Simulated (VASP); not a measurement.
A run of VASP 6.6.1:

The input INCAR:

```
SYSTEM = Ga12As5P7
ALGO = Normal
EDIFF = 1E-6
ENCUT = 400
GGA = PS
GGA_COMPAT = .False.
ISIF = 2
ISMEAR = -1
LASPH = .True.
LCHARG = .True.
LELF = .True.
LREAL = .False.
LVHAR = .True.
LWAVE = .False.
NBANDS = 126
NELM = 120
PREC = Accurate
SIGMA = 0.05
```

Contents of KPOINTS:

```
k-points
0
Gamma
  6 4 1
  0 0 0
```

File POSCAR:

```
Ga12As5P7
1.0
    2.7192440000     -2.7192440000      0.0000000000
    0.0000000000      0.0000000000      5.4384880000
  -16.8000210000    -16.8000210000      0.0000000000
Ga P As
12 7 5
Direct
    0.0000000000      0.0000000000      0.6762810000
    0.0000000000      0.0000000000      0.3467930000
    0.0000000000      0.0000000000      0.0000000000
    0.0000000000      0.0000000000      0.8381400000
    0.0000000000      0.0000000000      0.5144210000
    0.0000000000      0.0000000000      0.1733970000
    0.5000000000      0.5000000000      0.9190700000
    0.5000000000      0.5000000000      0.5953510000
    0.5000000000      0.5000000000      0.2600950000
    0.5000000000      0.5000000000      0.7572110000
    0.5000000000      0.5000000000      0.4334920000
    0.5000000000      0.5000000000      0.0866980000
    0.0000000000      0.2500000000      0.9190700000
    0.0000000000      0.2500000000      0.5953510000
    0.0000000000      0.2500000000      0.7572110000
    0.0000000000      0.2500000000      0.4334920000
    0.5000000000      0.7500000000      0.8381400000
    0.5000000000      0.7500000000      0.5144210000
    0.5000000000      0.7500000000      0.6762810000
    0.0000000000      0.2500000000      0.2600950000
    0.0000000000      0.2500000000      0.0866980000
    0.5000000000      0.7500000000      0.1733970000
    0.5000000000      0.7500000000      0.3467930000
    0.5000000000      0.7500000000      0.0000000000
```

Potentials or basis: VASP PAW PBE potentials, release 64 (Ga_d, P, As).

Run with:

```console
$ cat potpaw_PBE.64/Ga_d/POTCAR potpaw_PBE.64/P/POTCAR potpaw_PBE.64/As/POTCAR > POTCAR
$ mpirun -np 1 vasp_std > vasp.out
```

Hardware: 1 thread of AMD EPYC 7R13, on a shared host.

Question: Estimate the wall time of this run.

Answer: It took 21 min on 1 thread of AMD EPYC 7R13, on a shared host, peak memory 0.6 GiB. Counts: scf iterations 16, k points 12.
